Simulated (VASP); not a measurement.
# PtSe2 (P-3m1) in VASP: further runs

PtSe2 is run at these levels: PBE; tasks: single point.

Program: VASP 6.6.1. These are calculated values, not measurements. Logs are shortened: lines on timing, memory, paths and dates and some standing lists are left out, and cuts for length are marked.

## 1. The cell of the first run

Symmetry: P-3m1, No. 164, trigonal system. The conventional cell has a = 3.780 Å, b = 3.780 Å, c = 5.214 Å, α = 90.00°, β = 90.00°, γ = 120.00°. Within 3.4 Å of Pt (site symmetry -3m) lie 6 Se at 2.54 Å. Within 3.4 Å of Se (site symmetry 3m) lie 3 Pt at 2.54 Å and 6 Se at 3.40 Å.

## 2. Single point, PBE (strain +0.015 along x and y, +0.030 along z)

Contents of INCAR:

```
SYSTEM = PtSe2
PREC = Accurate
ENCUT = 520
EDIFF = 1E-6
ISMEAR = 0
SIGMA = 0.15
LREAL = .FALSE.
LASPH = .TRUE.
NELM = 100
ALGO = Normal
ISIF = 2
LWAVE = .FALSE.
LCHARG = .TRUE.
GGA = PE
LELF = .TRUE.
LVHAR = .TRUE.
NBANDS = 18
```

Contents of KPOINTS:

```
Automatic mesh
0
G
  12 12 10
  0 0 0
```

Contents of POSCAR:

```
PtSe2
1.0
    3.7798606137      0.0000000000      0.0000000000
   -1.8899303068      3.2734553142      0.0000000000
    0.0000000000      0.0000000000      5.2138600000
Pt Se
1 2
Direct
    0.0000000000      0.0000000000      0.0000000000
    0.3333333333      0.6666666667      0.2500000000
    0.6666666667      0.3333333333      0.7500000000
```

Potentials or basis: VASP PAW PBE potentials, release 64 (Pt, Se).

Command:

```console
$ cat potpaw_PBE.64/Pt/POTCAR potpaw_PBE.64/Se/POTCAR > POTCAR
$ mpirun -np 1 vasp_std > vasp.out
```

OUTCAR:

```text
SYSTEM = PtSe2
   PREC = Accurate
   ENCUT = 520
   EDIFF = 1E-6
   ISMEAR = 0
   LREAL = .FALSE.
   LASPH = .TRUE.
   NELM = 100
   ISIF = 2
   GGA = PE

 ion  position               nearest neighbor table
   1  0.000  0.000  0.000-   2 2.54   3 2.54   2 2.54   3 2.54   3 2.54   2 2.54
   2  0.333  0.667  0.250-   1 2.54   1 2.54   1 2.54
   3  0.667  0.333  0.750-   1 2.54   1 2.54   1 2.54

  LATTYP: Found a hexagonal cell.
 ALAT       =     3.7798606137
 C/A-ratio  =     1.3793789065

  Lattice vectors:

 A1 = (   3.7798606137,   0.0000000000,   0.0000000000)
 A2 = (  -1.8899303068,   3.2734553142,   0.0000000000)
 A3 = (   0.0000000000,   0.0000000000,   5.2138600000)

Analysis of symmetry for initial positions (statically):
=====================================================================
 Subroutine PRICEL returns:
 Original cell was already a primitive cell.

 Routine SETGRP: Setting up the symmetry group for a
 hexagonal supercell.

 Subroutine GETGRP returns: Found 12 space group operations
 (whereof 12 operations were pure point group operations)
 out of a pool of 24 trial point group operations.

The static configuration has the point symmetry D_3d.

Analysis of symmetry for dynamics (positions and initial velocities):
=====================================================================
 Subroutine PRICEL returns:
 Original cell was already a primitive cell.

 Routine SETGRP: Setting up the symmetry group for a
 hexagonal supercell.

 Subroutine GETGRP returns: Found 12 space group operations
 (whereof 12 operations were pure point group operations)
 out of a pool of 24 trial point group operations.

The dynamic configuration has the point symmetry D_3d.

 Subroutine INISYM returns: Found 12 space group operations
 (whereof 12 operations are pure point group operations),
 and found     1 'primitive' translations

----------------------------------------------------------------------------------------

                                     Primitive cell

  volume of cell :      64.5122

  direct lattice vectors                    reciprocal lattice vectors
     3.779860614  0.000000000  0.000000000     0.264560020  0.152743799  0.000000000
    -1.889930307  3.273455314  0.000000000     0.000000000  0.305487598  0.000000000
     0.000000000  0.000000000  5.213860000     0.000000000  0.000000000  0.191796481

  length of vectors
     3.779860614  3.779860614  5.213860000     0.305487598  0.305487598  0.191796481

  position of ions in fractional coordinates (direct lattice)
     0.000000000  0.000000000  0.000000000
     0.333333333  0.666666667  0.250000000
     0.666666667  0.333333333  0.750000000

  ion indices of the primitive-cell ions
   primitive index   ion index
                 1           1
                 2           2
                 3           3

----------------------------------------------------------------------------------------

 KPOINTS: Automatic mesh

Automatic generation of k-mesh.
 Grid dimensions read from file:
 generate k-points for:   12   12   10

 Generating k-lattice:

  Cartesian coordinates                     Fractional coordinates (reciprocal lattice)
     0.022046668  0.012728650  0.000000000     0.083333333  0.000000000  0.000000000
     0.000000000  0.025457300  0.000000000     0.000000000  0.083333333  0.000000000
     0.000000000  0.000000000  0.019179648     0.000000000  0.000000000  0.100000000

  Length of vectors
     0.025457300  0.025457300  0.019179648

  Shift w.r.t. Gamma in fractional coordinates (k-lattice)
     0.000000000  0.000000000  0.000000000

 Subroutine IBZKPT returns following result:
 ===========================================

 Found    162 irreducible k-points:

 Following reciprocal coordinates:
            Coordinates               Weight
  0.000000  0.000000  0.000000      1.000000
  0.083333  0.000000  0.000000      6.000000
  0.166667  0.000000  0.000000      6.000000
  0.250000 -0.000000  0.000000      6.000000
  0.333333 -0.000000  0.000000      6.000000
  0.416667  0.000000  0.000000      6.000000
[... 16 lines left out ...]
  0.166667  0.000000  0.100000      6.000000
  0.000000  0.166667  0.100000      6.000000
 [... further k-points ...]
   k-points           NKPTS =    162   k-points in BZ     NKDIM =    162   number of bands    NBANDS=     18
   number of dos      NEDOS =    301   number of ions     NIONS =      3
   total plane-waves  NPLWV =  31360
   dimension x,y,z NGX =    28 NGY =   28 NGZ =   40
   dimension x,y,z NGXF=    56 NGYF=   56 NGZF=   80
   ions per type =               1   2
   NGX,Y,Z   is equivalent  to a cutoff of  12.31, 12.31, 12.75 a.u.
   NGXF,Y,Z  is equivalent  to a cutoff of  24.63, 24.63, 25.51 a.u.
 SYSTEM =  PtSe2
   PREC   = accura    normal or accurate (medium, high low for compatibility)
   ISTART =      0    job   : 0-new  1-cont  2-samecut
   ICHARG =      2    charge: 1-file 2-atom 10-const
[... 90 lines left out ...]
      4      -0.0772      2.00000
      5      -0.0663      2.00000
      6       1.5519      2.00000
[... 10 lines left out ...]
     17      13.8925      0.00000
     18      14.8108      0.00000

 k-point     4 :       0.2500   -0.0000    0.0000
  band No.  band energies     occupation
      1      -8.8541      2.00000
      2      -7.2185      2.00000
      3      -0.3186      2.00000
      4       0.0906      2.00000
      5       0.1892      2.00000
      6       0.8481      2.00000
[... 10 lines left out ...]
     17      14.0271      0.00000
     18      14.0692      0.00000

 k-point     5 :       0.3333   -0.0000    0.0000
  band No.  band energies     occupation
      1      -8.4717      2.00000
      2      -7.3538      2.00000
      3      -0.3978      2.00000
      4       0.2355      2.00000
      5       0.4061      2.00000
      6       0.7274      2.00000
[... 10 lines left out ...]
     17      13.6540      0.00000
     18      14.5654      0.00000

 k-point     6 :       0.4167    0.0000    0.0000
  band No.  band energies     occupation
      1      -8.0893      2.00000
      2      -7.5240      2.00000
      3      -0.9120      2.00000
      4       0.3103      2.00000
      5       0.6410      2.00000
      6       1.3441      2.00000
[... 10 lines left out ...]
     17      13.2938      0.00000
     18      15.8104      0.00000

 k-point     7 :       0.5000   -0.0000    0.0000
  band No.  band energies     occupation
      1      -7.8106      2.00000
      2      -7.7164      2.00000
      3      -1.1303      2.00000
      4       0.3288      2.00000
      5       0.7889      2.00000
      6       1.7420      2.00000
[... 10 lines left out ...]
     17      13.1636      0.00000
     18      16.7886      0.00000

 k-point     8 :       0.0833    0.0833    0.0000
  band No.  band energies     occupation
      1      -9.2385      2.00000
      2      -7.0883      2.00000
      3      -0.7231      2.00000
      4      -0.1170      2.00000
      5      -0.1154      2.00000
      6       1.7942      2.00000
[... 10 lines left out ...]
     17      13.8164      0.00000
     18      15.1092      0.00000
[... 229 lines left out ...]
     17      14.4802      0.00000
     18      15.8931      0.00000

 k-point    20 :       0.0000    0.0000    0.1000
  band No.  band energies     occupation
      1      -9.4151      2.00000
      2      -7.0927      2.00000
      3      -0.8612      2.00000
      4      -0.2447      2.00000
      5      -0.2447      2.00000
      6       2.0334      2.00000
[... 10 lines left out ...]
     17      13.0531      0.00000
     18      17.2038      0.00000

 k-point    21 :       0.0833    0.0000    0.1000
  band No.  band energies     occupation
      1      -9.3438      2.00000
      2      -7.1144      2.00000
      3      -0.7910      2.00000
      4      -0.1993      2.00000
      5      -0.1891      2.00000
      6       1.9438      2.00000
[... 10 lines left out ...]
     17      13.1174      0.00000
     18      15.7106      0.00000

 k-point    22 :       0.0000    0.0833    0.1000
  band No.  band energies     occupation
      1      -9.3444      2.00000
      2      -7.1124      2.00000
      3      -0.8051      2.00000
      4      -0.2092      2.00000
      5      -0.1708      2.00000
      6       1.9217      2.00000
[... 10 lines left out ...]
     17      13.4756      0.00000
     18      15.6741      0.00000

 k-point    23 :       0.1667    0.0000    0.1000
  band No.  band energies     occupation
      1      -9.1365      2.00000
      2      -7.1800      2.00000
      3      -0.5614      2.00000
      4      -0.0645      2.00000
      5      -0.0536      2.00000
      6       1.5955      2.00000
[... 10 lines left out ...]
     17      13.5420      0.00000
     18      14.5412      0.00000

 k-point    24 :       0.0000    0.1667    0.1000
  band No.  band energies     occupation
      1      -9.1418      2.00000
      2      -7.1650      2.00000
      3      -0.6716      2.00000
      4      -0.0956      2.00000
      5       0.0498      2.00000
      6       1.4866      2.00000
[... 10 lines left out ...]
     17      14.2347      0.00000
     18      14.4322      0.00000

 [... further k-points ...]
[... 5 lines left out ...]
  --------------------------------------------------------------------------------------
  -------------------------------------------------------------------------------------
  Total        0.0640169      0.0640169     -0.0017017      0.0000000      0.0000000      0.0000000
  in kB        1.5898779      1.5898779     -0.0422615      0.0000000      0.0000000      0.0000000
  external PRESSURE =       1.0458314 kB  Pullay stress =       0.0000000 kB

 VOLUME and BASIS-vectors are now :
 -----------------------------------------------------------------------------
  energy-cutoff  :      520.00
  volume of cell :       64.51
      direct lattice vectors                 reciprocal lattice vectors
     3.779860614  0.000000000  0.000000000     0.264560020  0.152743799  0.000000000
    -1.889930307  3.273455314  0.000000000     0.000000000  0.305487598  0.000000000
     0.000000000  0.000000000  5.213860000     0.000000000  0.000000000  0.191796481

 POSITION                                       TOTAL-FORCE (eV/Angst)
 -----------------------------------------------------------------------------------
      0.00000      0.00000      0.00000         0.000000      0.000000      0.000000
     -0.00000      2.18230      1.30347         0.000000     -0.000000     -0.149830
      1.88993      1.09115      3.91040        -0.000000      0.000000      0.149830
 -----------------------------------------------------------------------------------
    total drift:                               -0.000000     -0.000000     -0.000000

  FREE ENERGIE OF THE ION-ELECTRON SYSTEM (eV)
  ---------------------------------------------------
  free  energy   TOTEN  =       -14.2674024629 eV

  energy  without entropy=      -14.2609835878  energy(sigma->0) =      -14.26419303
```

Wall time 2.5 min (1 thread of Intel Xeon Platinum 8375C at 2.90GHz (Ice Lake), shared host); peak memory 0.32 GiB.

Results:

```yaml
Free_energy: -14.2674 eV
Pressure: 0.1 GPa
Largest_force: 0.150 eV/Å
Band_gap_on_the_k_mesh: zero (band 11 reaches 6.08 eV, above the bottom of band 12 at 5.76 eV)
```

Forces in eV/Å, atoms in the order of the input:
```
Pt   0.000  0.000  0.000
Se   0.000  0.000 -0.150
Se   0.000  0.000  0.150
```

Stress tensor (GPa, compression positive):
```
0.16 0.00 0.00
0.00 0.16 0.00
0.00 0.00 0.00
```

Caveat: the cell differs from its parent crystal (strain +0.015 along x and y, +0.030 along z); spin-orbit coupling is left out, which moves the levels of the heavy elements.

## 3. Single point, PBE (strain +0.030 along x and y, +0.015 along z)

Contents of INCAR:

```
SYSTEM = PtSe2
  PREC = Accurate
  ENCUT = 520
  EDIFF = 1E-7
  ISMEAR = 0
  SIGMA = 0.15
  LREAL = .False.
  LASPH = .True.
  NELM = 60
  ALGO = Normal
  ISIF = 2
  LWAVE = .False.
  LCHARG = .False.
  GGA = PE
  NBANDS = 18
```

Contents of KPOINTS:

```
regular mesh
0
Gamma
  12 12 10
  0 0 0
```

Contents of POSCAR:

```
PtSe2
1.0
    3.8357206227      0.0000000000      0.0000000000
   -1.9178603114      3.3218315011      0.0000000000
    0.0000000000      0.0000000000      5.1379300000
Pt Se
1 2
Direct
    0.0000000000      0.0000000000      0.0000000000
    0.3333333333      0.6666666667      0.2500000000
    0.6666666667      0.3333333333      0.7500000000
```

Potentials or basis: VASP PAW PBE potentials, release 64 (Pt, Se).

Command:

```console
$ cat potpaw_PBE.64/Pt/POTCAR potpaw_PBE.64/Se/POTCAR > POTCAR
$ mpirun -np 1 vasp_std > vasp.out
```

Run time: 2.8 min. Hardware: 1 thread of Intel Xeon Platinum 8375C at 2.90GHz (Ice Lake), shared host; peak memory 0.33 GiB.

Results (log left out):

```yaml
Free_energy: -14.2538 eV
Pressure: -2.2 GPa
Largest_force: 0.231 eV/Å
Band_gap_on_the_k_mesh: zero (band 11 reaches 5.95 eV, above the bottom of band 12 at 5.52 eV)
```

Forces on the atoms (eV/Å):
```
Pt   0.000  0.000  0.000
Se   0.000  0.000 -0.231
Se   0.000  0.000  0.231
```

Stress tensor (GPa, compression positive):
```
-2.87  0.00  0.00
 0.00 -2.87  0.00
 0.00  0.00 -0.86
```

Levels at points of the mesh, in eV from the Fermi level:
```tsv
k point	band 8	band 9	band 10	band 11	band 12	band 13	band 14	band 15
(0.00, 0.00, 0.00)	-2.31	-1.00	-1.00	0.42	1.32	1.32	3.68	3.75
(0.50, 0.00, 0.00)	-3.26	-3.16	-3.10	-2.76	0.62	2.13	4.56	5.88
(0.00, 0.00, 0.50)	-2.64	-1.70	-1.41	-1.41	2.07	2.07	4.86	5.80
(0.50, 0.00, 0.50)	-3.17	-2.92	-2.61	-1.21	0.93	1.27	4.38	4.98
```

Caveat: the cell differs from its parent crystal (strain +0.030 along x and y, +0.015 along z); spin-orbit coupling is left out, which moves the levels of the heavy elements.

## 4. Single point, PBE (strain +0.030 along x and y, +0.030 along z)

Contents of INCAR:

```
PREC = Accurate ; ENCUT = 520
EDIFF = 1E-6 ; ISMEAR = 0
SIGMA = 0.15 ; LREAL = False
LASPH = True ; NELM = 100
ALGO = Normal ; ISIF = 2
LWAVE = False ; LCHARG = True
GGA = PE ; LELF = True
LVHAR = True ; NBANDS = 18
```

Contents of KPOINTS:

```
regular mesh
0
Gamma
  12 12 10
```

Edit POSCAR of step 3 so:

```diff
@@ -4,3 +4,3 @@
    -1.9178603114      3.3218315011      0.0000000000
-    0.0000000000      0.0000000000      5.1379300000
+    0.0000000000      0.0000000000      5.2138600000
 Pt Se
```

Command:

```console
$ cat potpaw_PBE.64/Pt/POTCAR potpaw_PBE.64/Se/POTCAR > POTCAR
$ mpirun -np 1 vasp_std > vasp.out
```

Run time: 2.6 min. Hardware: 1 thread of Intel Xeon Platinum 8375C at 2.90GHz (Ice Lake), shared host; peak memory 0.33 GiB.

Results (log left out):

```
Free energy            : -14.2449 eV
Pressure               : -3.3 GPa
Largest force          : 0.407 eV/Å
Band gap on the k mesh : zero (band 11 reaches 5.72 eV, above the bottom of band 12 at 5.35 eV)
```

Forces in eV/Å, atoms in the order of the input:
```
Pt   0.000  0.000  0.000
Se   0.000  0.000 -0.407
Se   0.000  0.000  0.407
```

Stress tensor (GPa, compression positive):
```
-3.84  0.00  0.00
 0.00 -3.84  0.00
 0.00  0.00 -2.15
```

Levels at points of the mesh, in eV from the Fermi level:
```tsv
k point	band 9	band 10	band 11	band 12	band 13	band 14
(0.00, 0.00, 0.00)	-0.95	-0.95	0.38	1.34	1.34	3.64
(0.50, 0.00, 0.00)	-3.09	-3.03	-2.73	0.63	2.08	4.53
(0.00, 0.00, 0.50)	-1.71	-1.34	-1.34	2.03	2.03	4.85
(0.50, 0.00, 0.50)	-2.86	-2.52	-1.24	0.94	1.28	4.28
```

Caveat: the cell differs from its parent crystal (strain +0.030 along x and y, +0.030 along z); spin-orbit coupling is left out, which moves the levels of the heavy elements.

## 5. Single point, PBE (strain -0.030 along x and y, -0.030 along z)

Contents of INCAR:

```
SYSTEM = PtSe2
PREC = Accurate ; ENCUT = 520
EDIFF = 1E-7 ; ISMEAR = 0
SIGMA = 0.15 ; LREAL = .False.
LASPH = .True. ; NELM = 80
ALGO = Normal ; ISIF = 2
LWAVE = .False. ; LCHARG = .False.
GGA = PE ; NBANDS = 18
```

Contents of KPOINTS:

```
regular mesh
0
Gamma
  12 12 10
  0 0 0
```

Contents of POSCAR:

```
PtSe2
1.0
    3.6122805865      0.0000000000      0.0000000000
   -1.8061402932      3.1283267535      0.0000000000
    0.0000000000      0.0000000000      4.9101400000
Pt Se
1 2
Direct
    0.0000000000      0.0000000000      0.0000000000
    0.3333333333      0.6666666667      0.2500000000
    0.6666666667      0.3333333333      0.7500000000
```

Command:

```console
$ cat potpaw_PBE.64/Pt/POTCAR potpaw_PBE.64/Se/POTCAR > POTCAR
$ mpirun -np 1 vasp_std > vasp.out
```

It took 2.4 min on 1 thread of AMD EPYC 7R43 (Zen 3), shared host; peak memory 0.27 GiB.

The run converged. Its results:

```
Free energy            : -13.6948 eV
Pressure               : 23.8 GPa
Largest force          : 1.941 eV/Å
Band gap on the k mesh : zero (band 11 reaches 8.28 eV, above the bottom of band 12 at 7.90 eV)
```

Forces in eV/Å, atoms in the order of the input:
```
Pt   0.000  0.000  0.000
Se   0.000  0.000  1.941
Se   0.000  0.000 -1.941
```

Stress tensor (GPa, compression positive):
```
26.47  0.00  0.00
 0.00 26.47  0.00
 0.00  0.00 18.55
```

Levels at points of the mesh, in eV from the Fermi level:
```csv
k point,band 8,band 9,band 10,band 11,band 12,band 13,band 14,band 15
"(0.00, 0.00, 0.00)",-2.93,-1.23,-1.23,0.37,1.56,1.56,3.34,4.87
"(0.50, 0.00, 0.00)",-4.06,-4.04,-3.93,-3.26,0.67,2.65,4.99,5.78
"(0.00, 0.00, 0.50)",-3.37,-1.72,-1.72,-1.69,2.59,2.59,4.67,6.67
"(0.50, 0.00, 0.50)",-4.06,-3.69,-3.26,-1.56,1.00,1.80,4.49,4.84
```

Caveat: the cell differs from its parent crystal (strain -0.030 along x and y, -0.030 along z); spin-orbit coupling is left out, which moves the levels of the heavy elements; forces of over 1 eV/Å act on the atoms, so gaps and moduli don't describe the material at rest.

## 6. Overview

| cell | gap on the mesh (eV) | pressure (GPa) | largest force (eV/Å) |
| --- | --- | --- | --- |
| a = 3.780, b = 3.780, c = 5.214 Å, angles 90.0, 90.0, 120.0°, 3 atoms | none | 0.1 | 0.15 |
| a = 3.836, b = 3.836, c = 5.138 Å, angles 90.0, 90.0, 120.0°, 3 atoms | none | -2.2 | 0.23 |
| a = 3.836, b = 3.836, c = 5.214 Å, angles 90.0, 90.0, 120.0°, 3 atoms | none | -3.3 | 0.41 |
| a = 3.612, b = 3.612, c = 4.910 Å, angles 90.0, 90.0, 120.0°, 3 atoms | none | 23.8 | 1.94 |

Alike in all rows: task single point; level PBE; potentials or basis VASP PAW PBE potentials, release 64 (Pt, Se); no spin polarisation; k mesh 12 × 12 × 10; cutoff (eV) 520; smearing gaussian 0.15 eV.

Caveats: spin-orbit coupling is left out, which moves the levels of the heavy elements; forces of over 1 eV/Å act on the atoms, so gaps and moduli don't describe the material at rest (some runs).

Total energies depend on the potentials used, so only differences within one code and one set of settings carry meaning.
